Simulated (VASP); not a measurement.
Here is a VASP 6.6.1 calculation.

The input INCAR:

```
ALGO = Normal
EDIFF = 1E-6
ENCUT = 1340
GGA = PS
GGA_COMPAT = F
ISIF = 2
ISMEAR = 0
LASPH = T
LCHARG = F
LREAL = F
LWAVE = F
NBANDS = 26
NELM = 120
PREC = Accurate
SIGMA = 0.01
```

Contents of KPOINTS:

```
k-points
0
Gamma
  8 8 4
```

The input POSCAR:

```
ZnO
1.0
    3.2023853042      0.0000000000      0.0000000000
   -1.6011926521      2.7733470262      0.0000000000
    0.0000000000      0.0000000000      5.1687311157
Zn O
2 2
Direct
    0.3333333333      0.6666666667      0.5000270573
    0.6666666667      0.3333333333      0.0000270573
    0.6666666667      0.3333333333      0.3789829427
    0.3333333333      0.6666666667      0.8789829427
```

Potentials or basis: VASP PAW PBE potentials, release 64 (Zn, O_h).

Command:

```bash
$ cat potpaw_PBE.64/Zn/POTCAR potpaw_PBE.64/O_h/POTCAR > POTCAR
$ mpirun -np 1 vasp_std > vasp.out
```

What does it give for the band gap on the k mesh?

0.73 eV.

Predict the pressure.

4.9 GPa.

Caveat: the cell stands under pressure; semilocal functionals underestimate gaps, and a narrow one can read as zero; the PAW data sets were made with another functional, which shifts forces and pressure a little.
